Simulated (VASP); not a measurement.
# CdTe (F-43m) in VASP: a series of runs, part 2 of 2

VASP 6.6.1. Earlier steps stand in the parts before.

**3. Single point, r2SCAN**

File POSCAR:

```
CdTe
1.0
    0.0000000000      3.2799551172      3.2799551172
    3.2799551172      0.0000000000      3.2799551172
    3.2799551172      3.2799551172      0.0000000000
Cd Te
1 1
Direct
    0.0000000000      0.0000000000      0.0000000000
    0.2500000000      0.2500000000      0.2500000000
```

File INCAR.step1:

```
  ALGO = Normal
  EDIFF = 1E-4
  ENCUT = 520
  GGA = PE
  ISMEAR = 0
  LASPH = T
  LCHARG = F
  LREAL = F
  LWAVE = T
  NBANDS = 16
  NELM = 100
  PREC = Accurate
  SIGMA = 0.5
```

File INCAR.step2:

```
  ALGO = Normal
  EDIFF = 1E-6
  ENCUT = 520
  ISIF = 2
  ISMEAR = 0
  ISTART = 1
  LASPH = T
  LCHARG = F
  LMIXTAU = T
  LREAL = F
  LWAVE = F
  METAGGA = R2SCAN
  NBANDS = 16
  NELM = 100
  PREC = Accurate
  SIGMA = 0.5
```

File KPOINTS:

```
k-points
0
Gamma
  4 4 4
```

Potentials or basis: VASP PAW PBE potentials, release 64 (Cd, Te).

Run with:

```bash
$ cat potpaw_PBE.64/Cd/POTCAR potpaw_PBE.64/Te/POTCAR > POTCAR
$ cp INCAR.step1 INCAR
$ mpirun -np 1 vasp_std > vasp.out
$ cp INCAR.step2 INCAR
$ mpirun -np 1 vasp_std > vasp.out
```

OUTCAR:

```text
EDIFF = 1E-6
   ENCUT = 520
   ISIF = 2
   ISMEAR = 0
   ISTART = 1
   LASPH = T
   LREAL = F
   METAGGA = R2SCAN
   NELM = 100
   PREC = Accurate

 ion  position               nearest neighbor table
   1  0.000  0.000  0.000-   2 2.84   2 2.84   2 2.84   2 2.84
   2  0.250  0.250  0.250-   1 2.84   1 2.84   1 2.84   1 2.84

  LATTYP: Found a face centered cubic cell.
 ALAT       =     6.5599102344

  Lattice vectors:

 A1 = (   0.0000000000,   3.2799551172,   3.2799551172)
 A2 = (   3.2799551172,   0.0000000000,   3.2799551172)
 A3 = (   3.2799551172,   3.2799551172,   0.0000000000)

Analysis of symmetry for initial positions (statically):
=====================================================================
 Subroutine PRICEL returns:
 Original cell was already a primitive cell.

 Routine SETGRP: Setting up the symmetry group for a
 face centered cubic supercell.

 Subroutine GETGRP returns: Found 24 space group operations
 (whereof 24 operations were pure point group operations)
 out of a pool of 48 trial point group operations.

The static configuration has the point symmetry T_d .

Analysis of symmetry for dynamics (positions and initial velocities):
=====================================================================
 Subroutine PRICEL returns:
 Original cell was already a primitive cell.

 Routine SETGRP: Setting up the symmetry group for a
 face centered cubic supercell.

 Subroutine GETGRP returns: Found 24 space group operations
 (whereof 24 operations were pure point group operations)
 out of a pool of 48 trial point group operations.

The dynamic configuration has the point symmetry T_d .

 Subroutine INISYM returns: Found 24 space group operations
 (whereof 24 operations are pure point group operations),
 and found     1 'primitive' translations

----------------------------------------------------------------------------------------

                                     Primitive cell

  volume of cell :      70.5722

  direct lattice vectors                    reciprocal lattice vectors
     0.000000000  3.279955117  3.279955117    -0.152441110  0.152441110  0.152441110
     3.279955117  0.000000000  3.279955117     0.152441110 -0.152441110  0.152441110
     3.279955117  3.279955117  0.000000000     0.152441110  0.152441110 -0.152441110

  length of vectors
     4.638557011  4.638557011  4.638557011     0.264035748  0.264035748  0.264035748

  position of ions in fractional coordinates (direct lattice)
     0.000000000  0.000000000  0.000000000
     0.250000000  0.250000000  0.250000000

  ion indices of the primitive-cell ions
   primitive index   ion index
                 1           1
                 2           2

----------------------------------------------------------------------------------------

 KPOINTS: k-points

Automatic generation of k-mesh.
 Grid dimensions read from file:
 generate k-points for:    4    4    4

 Generating k-lattice:

  Cartesian coordinates                     Fractional coordinates (reciprocal lattice)
    -0.038110278  0.038110278  0.038110278     0.250000000  0.000000000  0.000000000
     0.038110278 -0.038110278  0.038110278     0.000000000  0.250000000  0.000000000
     0.038110278  0.038110278 -0.038110278     0.000000000  0.000000000  0.250000000

  Length of vectors
     0.066008937  0.066008937  0.066008937

  Shift w.r.t. Gamma in fractional coordinates (k-lattice)
     0.000000000  0.000000000  0.000000000

 Subroutine IBZKPT returns following result:
 ===========================================

 Found      8 irreducible k-points:

 Following reciprocal coordinates:
            Coordinates               Weight
  0.000000  0.000000  0.000000      1.000000
  0.250000  0.000000  0.000000      8.000000
  0.500000  0.000000  0.000000      4.000000
  0.250000  0.250000  0.000000      6.000000
  0.500000  0.250000  0.000000     24.000000
 -0.250000  0.250000  0.000000     12.000000
  0.500000  0.500000  0.000000      3.000000
 -0.250000  0.500000  0.250000      6.000000
   k-points           NKPTS =      8   k-points in BZ     NKDIM =      8   number of bands    NBANDS=     16
   number of dos      NEDOS =    301   number of ions     NIONS =      2
   total plane-waves  NPLWV =  46656
   dimension x,y,z NGX =    36 NGY =   36 NGZ =   36
   dimension x,y,z NGXF=    72 NGYF=   72 NGZF=   72
   ions per type =               1   1
   NGX,Y,Z   is equivalent  to a cutoff of  12.90, 12.90, 12.90 a.u.
   NGXF,Y,Z  is equivalent  to a cutoff of  25.80, 25.80, 25.80 a.u.
 SYSTEM =  unknown system
   PREC   = accura    normal or accurate (medium, high low for compatibility)
   ISTART =      1    job   : 0-new  1-cont  2-samecut
   ICHARG =      0    charge: 1-file 2-atom 10-const
   ISPIN  =      1    spin polarized calculation?
   LNONCOLLINEAR =      F non collinear calculations
   LSORBIT =      F    spin-orbit coupling
   LASPH  =      T    aspherical Exc in radial PAW
   ENCUT  =  520.0 eV  38.22 Ry    6.18 a.u.   8.62  8.62  8.62*2*pi/ulx,y,z
   NELM   =    100;   NELMIN=  2; NELMDL=  0     # of ELM steps
   EDIFF  = 0.1E-05   stopping-criterion for ELM
   LREAL  =      F    real-space projection
   EDIFFG = 0.1E-04   stopping-criterion for IOM
   NSW    =      0    number of steps for IOM
   IBRION =     -1    ionic relax: 0-MD 1-quasi-New 2-CG
   NFREE  =      0    steps in history (QN), initial steepest desc. (CG)
   ISIF   =      2    stress and relaxation
   ISYM   =      2    0-nonsym 1-usesym 2-fastsym
   POTIM  = 0.5000    time-step for ionic-motion
   TEBEG  =    0.0;   TEEND  =   0.0 temperature during run
   PSTRESS=    0.0 pullay stress
   NELECT =      18.0000    total number of electrons
   NUPDOWN=      -1.0000    fix difference up-down
   EMIN   =  10.00;   EMAX   =-10.00  energy-range for DOS
   EFERMI =   0.00;   METHOD = LEGACY
   ISMEAR =     0;   SIGMA  =   0.50  broadening in eV -4-tet -1-fermi 0-gaus
   EFERMI_NEDOS =   21; number of points for ismear=-14 and -15
   IALGO  =     38    algorithm
   IMIX   =      4    mixing-type and parameters
     AMIX     =   0.40;   BMIX     =  1.00
     AMIX_MAG =   1.60;   BMIX_MAG =  1.00
  volume/ion in A,a.u.               =      35.29       238.12
  Fermi-wavevector in a.u.,A,eV,Ry     =   1.038216  1.961944 14.665621  1.077893
  Thomas-Fermi vector in A             =   2.172690
   LORBIT       =      0    0 simple, 1 ext, 2 COOP (PROOUT), +10 PAW based schemes
   METAGGA = R2SCAN    functional components
   LHFCALC =     F    Hartree Fock is set to
   AEXX    =    0.0000 exact exchange contribution
   IVDW    =     0    specifies the selected vdW correction
   LEPSILON=     F    determine dielectric tensor
   LRPA    =     F    only Hartree local field effects (RPA)
 non-spin polarized calculation
 Gauss-broadening in eV      SIGMA  =   0.50
  energy-cutoff  :      520.00
  volume of cell :       70.57
 maximum number of plane-waves:      1924
 NGX is ok and might be reduce to    36
   NGX = 17   NGY = 17   NGZ = 17

 number of electron      18.0000006 magnetization

 Free energy of the ion-electron system (eV)
  ---------------------------------------------------
  ext. energy  EPLUGINS =         0.00000000
  ---------------------------------------------------
  free energy    TOTEN  =       -46.59557310 eV

  energy without entropy =      -46.59102240  energy(sigma->0) =      -46.59329775

 E-fermi :   2.4799     XC(G=0):  -8.9279

 val. band max:        1.7955117164   @ k =   0.0000   0.0000   0.0000
 cond. band min:       2.9408089671   @ k =   0.0000   0.0000   0.0000
 fundamental gap:      1.1452972507
 Fermi energy:         2.4799283430

 k-point     1 :       0.0000    0.0000    0.0000
  band No.  band energies     occupation
      1      -9.5175      2.00000
      2      -6.6726      2.00000
      3      -6.6726      2.00000
      4      -6.6726      2.00000
      5      -6.4175      2.00000
      6      -6.4175      2.00000
[... 8 lines left out ...]
     15      11.5512      0.00000
     16      11.5512      0.00000
[... 115 lines left out ...]
 k-point     8 :      -0.2500    0.5000    0.2500
  band No.  band energies     occupation
      1      -9.0324      2.00000
      2      -6.5544      2.00000
      3      -6.5469      2.00000
      4      -6.4452      2.00000
      5      -6.4158      2.00000
      6      -5.8548      2.00000
[... 8 lines left out ...]
     15      13.3004      0.00000
     16      13.6155      0.00000

------------------------ aborting loop because EDIFF is reached ----------------------------------------

  FORCE on cell =-STRESS in cart. coord.  units (eV):
  Direction    XX          YY          ZZ          XY          YZ          ZX
  --------------------------------------------------------------------------------------
  -------------------------------------------------------------------------------------
  Total        0.1264062      0.1264062      0.1264062     -0.0000000     -0.0000000      0.0000000
  in kB        2.8697568      2.8697568      2.8697568     -0.0000000     -0.0000000      0.0000000
  external PRESSURE =       2.8697568 kB  Pullay stress =       0.0000000 kB

 VOLUME and BASIS-vectors are now :
 -----------------------------------------------------------------------------
  energy-cutoff  :      520.00
  volume of cell :       70.57
      direct lattice vectors                 reciprocal lattice vectors
     0.000000000  3.279955117  3.279955117    -0.152441110  0.152441110  0.152441110
     3.279955117  0.000000000  3.279955117     0.152441110 -0.152441110  0.152441110
     3.279955117  3.279955117  0.000000000     0.152441110  0.152441110 -0.152441110

 POSITION                                       TOTAL-FORCE (eV/Angst)
 -----------------------------------------------------------------------------------
      0.00000      0.00000      0.00000         0.000000      0.000000      0.000000
      1.63998      1.63998      1.63998        -0.000000     -0.000000     -0.000000
 -----------------------------------------------------------------------------------
    total drift:                               -0.000001     -0.000001     -0.000001

  FREE ENERGIE OF THE ION-ELECTRON SYSTEM (eV)
  ---------------------------------------------------
  free  energy   TOTEN  =       -46.5955731034 eV

  energy  without entropy=      -46.5910223998  energy(sigma->0) =      -46.59329775
```

OUTCAR.step1:

```text
EDIFF = 1E-4
   ENCUT = 520
   GGA = PE
   ISMEAR = 0
   LASPH = T
[... 354 lines left out ...]
 -----------------------------------------------------------------------------------
      0.00000      0.00000      0.00000         0.000000      0.000000      0.000000
      1.63998      1.63998      1.63998        -0.000000     -0.000000     -0.000000
 -----------------------------------------------------------------------------------
    total drift:                               -0.000000     -0.000000     -0.000000

  FREE ENERGIE OF THE ION-ELECTRON SYSTEM (eV)
  ---------------------------------------------------
  free  energy   TOTEN  =        -4.7498758356 eV

  energy  without entropy=       -4.7378371652  energy(sigma->0) =       -4.74385650
```

OSZICAR.step1:

```text
N       E                     dE             d eps       ncg     rms          rms(c)
DAV:   1     0.101482240622E+03    0.10148E+03   -0.82971E+03   264   0.979E+02
DAV:   2    -0.123821196219E+01   -0.10272E+03   -0.98175E+02   320   0.237E+02
DAV:   3    -0.496009943268E+01   -0.37219E+01   -0.37181E+01   328   0.458E+01
DAV:   4    -0.499388350942E+01   -0.33784E-01   -0.33783E-01   376   0.393E+00
DAV:   5    -0.499396837547E+01   -0.84866E-04   -0.84866E-04   336   0.187E-01    0.519E+00
DAV:   6    -0.476468360951E+01    0.22928E+00   -0.39041E-01   304   0.720E+00    0.435E+00
DAV:   7    -0.474830939471E+01    0.16374E-01   -0.11150E-01   296   0.211E+00    0.170E+00
DAV:   8    -0.474939792945E+01   -0.10885E-02   -0.10553E-02   272   0.114E+00    0.481E-01
DAV:   9    -0.474979973516E+01   -0.40181E-03   -0.92378E-04   296   0.302E-01    0.107E-01
DAV:  10    -0.474987583562E+01   -0.76100E-04   -0.10742E-04   232   0.948E-02
   1 F= -.47498758E+01 E0= -.47438565E+01  d E =-.120387E-01
```

Wall time 41 s (1 thread of Intel Xeon 6975P-C, shared host); peak memory 0.22 GiB.

Results:

* Free energy: -46.5956 eV
* Pressure: 0.3 GPa
* Band gap on the k mesh: 1.15 eV, direct

Levels at points of the mesh, in eV from the valence-band top:
```tsv
k point	band 5	band 6	band 7	band 8	band 9	band 10	band 11	band 12	band 13	band 14
(0.00, 0.00, 0.00)	-8.21	-8.21	0.00	0.00	0.00	1.15	5.04	5.04	5.04	7.85
(0.50, 0.00, 0.00)	-8.20	-7.86	-4.29	-0.74	-0.74	2.18	5.59	5.59	7.37	9.08
(0.50, 0.50, 0.00)	-8.18	-7.72	-4.18	-1.79	-1.79	2.94	2.98	9.25	9.62	9.62
```

Caveat: the PAW data sets were made with another functional, which shifts forces and pressure a little; spin-orbit coupling is left out, which moves the levels of the heavy elements.

**4. Single point, r2SCAN**

POSCAR is that of step 3.

File INCAR.step1:

```
SYSTEM = CdTe
ALGO = Normal
EDIFF = 1E-4
ENCUT = 520
GGA = PE
ISMEAR = 1
LASPH = .TRUE.
LCHARG = .FALSE.
LREAL = .FALSE.
LWAVE = .TRUE.
NBANDS = 16
NELM = 100
PREC = Accurate
SIGMA = 0.001
```

File INCAR.step2:

```
SYSTEM = CdTe
ALGO = Normal
EDIFF = 1E-6
ENCUT = 520
ISIF = 2
ISMEAR = 1
ISTART = 1
LASPH = .TRUE.
LCHARG = .FALSE.
LMIXTAU = .TRUE.
LREAL = .FALSE.
LWAVE = .FALSE.
METAGGA = R2SCAN
NBANDS = 16
NELM = 100
PREC = Accurate
SIGMA = 0.001
```

File KPOINTS:

```
k-points
0
G
  4 4 4
  0 0 0
```

Run with:

```bash
$ cat potpaw_PBE.64/Cd/POTCAR potpaw_PBE.64/Te/POTCAR > POTCAR
$ cp INCAR.step1 INCAR
$ mpirun -np 1 vasp_std > vasp.out
$ cp INCAR.step2 INCAR
$ mpirun -np 1 vasp_std > vasp.out
```

Run time: 35 s. Hardware: 1 thread of Intel Xeon 6975P-C, shared host; peak memory 0.22 GiB.

It converged, with:

| Quantity | Value |
| --- | --- |
| Free energy | -46.5947 eV |
| Pressure | 0.3 GPa |
| Band gap on the k mesh | 1.14 eV, direct |

Levels at points of the mesh, in eV from the valence-band top:
| k point | band 5 | band 6 | band 7 | band 8 | band 9 | band 10 | band 11 | band 12 | band 13 | band 14 |
| --- | --- | --- | --- | --- | --- | --- | --- | --- | --- | --- |
| (0.00, 0.00, 0.00) | -8.22 | -8.22 | 0.00 | 0.00 | 0.00 | 1.14 | 5.04 | 5.04 | 5.04 | 7.85 |
| (0.50, 0.00, 0.00) | -8.21 | -7.87 | -4.30 | -0.74 | -0.74 | 2.18 | 5.59 | 5.59 | 7.37 | 9.08 |
| (0.50, 0.50, 0.00) | -8.19 | -7.72 | -4.18 | -1.79 | -1.79 | 2.94 | 2.98 | 9.25 | 9.62 | 9.62 |

Caveat: the PAW data sets were made with another functional, which shifts forces and pressure a little; spin-orbit coupling is left out, which moves the levels of the heavy elements.

**5. Single point, r2SCAN**

POSCAR is that of step 4.

File INCAR.step1:

```
  PREC = Accurate
  ENCUT = 520
  ISMEAR = 1
  SIGMA = 0.05
  LREAL = False
  LASPH = True
  NELM = 80
  NBANDS = 16
  GGA = PE
  ALGO = Normal
  EDIFF = 1E-4
  LWAVE = True
  LCHARG = False
```

File INCAR.step2:

```
  PREC = Accurate
  ENCUT = 520
  EDIFF = 1E-6
  ISMEAR = 1
  SIGMA = 0.05
  LREAL = False
  LASPH = True
  NELM = 80
  ALGO = Normal
  ISIF = 2
  LWAVE = False
  LCHARG = True
  METAGGA = R2SCAN
  LMIXTAU = True
  LELF = True
  LVHAR = True
  NBANDS = 16
  ISTART = 1
```

File KPOINTS:

```
regular mesh
0
Gamma
  4 4 4
```

Run with:

```bash
$ cat potpaw_PBE.64/Cd/POTCAR potpaw_PBE.64/Te/POTCAR > POTCAR
$ cp INCAR.step1 INCAR
$ mpirun -np 1 vasp_std > vasp.out
$ cp INCAR.step2 INCAR
$ mpirun -np 1 vasp_std > vasp.out
```

It took 38 s on 1 thread of Intel Xeon 6975P-C, shared host; peak memory 0.22 GiB.

Results (log left out):

* Free energy: -46.5945 eV
* Pressure: 0.3 GPa
* Band gap on the k mesh: 1.14 eV, direct

Levels at points of the mesh, in eV from the valence-band top:
| k point | band 5 | band 6 | band 7 | band 8 | band 9 | band 10 | band 11 | band 12 | band 13 | band 14 |
| --- | --- | --- | --- | --- | --- | --- | --- | --- | --- | --- |
| (0.00, 0.00, 0.00) | -8.22 | -8.22 | 0.00 | 0.00 | 0.00 | 1.14 | 5.04 | 5.04 | 5.04 | 7.85 |
| (0.50, 0.00, 0.00) | -8.21 | -7.87 | -4.30 | -0.74 | -0.74 | 2.18 | 5.59 | 5.59 | 7.37 | 9.08 |
| (0.50, 0.50, 0.00) | -8.19 | -7.72 | -4.18 | -1.79 | -1.79 | 2.94 | 2.98 | 9.25 | 9.62 | 9.62 |

Caveat: the PAW data sets were made with another functional, which shifts forces and pressure a little; spin-orbit coupling is left out, which moves the levels of the heavy elements. r2SCAN opens gaps a little over a GGA but as a rule still falls short of measured ones.

**6. Single point, r2SCAN**

POSCAR is that of step 5.

File INCAR.step1:

```
PREC = Accurate
ENCUT = 520
ISMEAR = 1
SIGMA = 0.001
LREAL = False
LASPH = True
NELM = 60
NBANDS = 16
GGA = PE
ALGO = Normal
EDIFF = 1E-4
LWAVE = True
LCHARG = False
```

File INCAR.step2:

```
PREC = Accurate
ENCUT = 520
EDIFF = 1E-7
ISMEAR = 1
SIGMA = 0.001
LREAL = False
LASPH = True
NELM = 60
ALGO = Normal
ISIF = 2
LWAVE = False
LCHARG = True
METAGGA = R2SCAN
LMIXTAU = True
LELF = True
LVHAR = True
NBANDS = 16
ISTART = 1
```

KPOINTS is that of step 5.

Potentials or basis: VASP PAW PBE potentials, release 64 (Cd, Te).

Run with:

```bash
$ cat potpaw_PBE.64/Cd/POTCAR potpaw_PBE.64/Te/POTCAR > POTCAR
$ cp INCAR.step1 INCAR
$ mpirun -np 1 vasp_std > vasp.out
$ cp INCAR.step2 INCAR
$ mpirun -np 1 vasp_std > vasp.out
```

Wall time 38 s (1 thread of Intel Xeon 6975P-C, shared host); peak memory 0.22 GiB.

The run converged. Its results:

```
Free energy            : -46.5947 eV
Pressure               : 0.3 GPa
Band gap on the k mesh : 1.14 eV, direct
```

Levels at points of the mesh, in eV from the valence-band top:
```tsv
k point	band 5	band 6	band 7	band 8	band 9	band 10	band 11	band 12	band 13	band 14
(0.00, 0.00, 0.00)	-8.22	-8.22	0.00	0.00	0.00	1.14	5.04	5.04	5.04	7.85
(0.50, 0.00, 0.00)	-8.21	-7.87	-4.30	-0.74	-0.74	2.18	5.59	5.59	7.37	9.08
(0.50, 0.50, 0.00)	-8.19	-7.72	-4.18	-1.79	-1.79	2.94	2.98	9.25	9.62	9.62
```

Caveat: the PAW data sets were made with another functional, which shifts forces and pressure a little; spin-orbit coupling is left out, which moves the levels of the heavy elements.

**7. The runs side by side**

| smearing | gap on the mesh (eV) | pressure (GPa) |
| --- | --- | --- |
| gaussian 0.01 eV | 1.14 | 0.3 |
| gaussian 0.5 eV | 1.15 | 0.3 |
| methfessel-paxton 0.001 eV | 1.14 | 0.3 |
| methfessel-paxton 0.05 eV | 1.14 | 0.3 |

Alike in all rows: task single point; level r2SCAN; potentials or basis VASP PAW PBE potentials, release 64 (Cd, Te); no spin polarisation; cell as given; k mesh 4 × 4 × 4; cutoff (eV) 520.

On the cell as given the gap runs from 1.14 eV (r2SCAN) to 1.15 eV (r2SCAN).

Caveats: the PAW data sets were made with another functional, which shifts forces and pressure a little; spin-orbit coupling is left out, which moves the levels of the heavy elements.

Absolute energies hang on the potentials; compare differences alone.
